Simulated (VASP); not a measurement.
Crystal: Lu.

```
Lu
1.0
     3.50310    0.00000    0.00000
    -1.75155    3.03377    0.00000
     0.00000    0.00000    5.55090
Lu
2
Cartesian
  1.7516 1.0113 4.1632
  0.0000 2.0225 1.3877
```

Base run:

```yaml
Program: VASP 6.6.1
Functional: r2SCAN
Potentials_or_basis: VASP PAW PBE potentials, release 64 (Lu)
Cutoff: 520 eV
k_mesh: 9 × 9 × 5
Occupations: fermi-dirac, width 0.05 eV
Spin: no spin polarisation
```

Its results: band gap on the k mesh zero (band 25 reaches 3.02 eV, above the bottom of band 26 at 1.53 eV); pressure -0.3 GPa.

**Question.** After a change of settings the same cell gave: band gap on the k mesh zero (band 25 reaches 2.70 eV, above the bottom of band 26 at 1.32 eV); pressure -5.4 GPa. Which change was it?
A. further incar settings from ALGO = Normal; EDIFF = 1e-06; NBANDS = 32 to ALGO = Normal; EDIFF = 1e-07; NBANDS = 32
B. functional from r2SCAN to LDA
C. functional from r2SCAN to PBE; k mesh from 9 × 9 × 5 to 5 × 5 × 3
D. functional from r2SCAN to PBE

**Answer.** B.

Caveats: the PAW data sets were made with another functional, which shifts forces and pressure a little; spin-orbit coupling is left out, which moves the levels of the heavy elements.
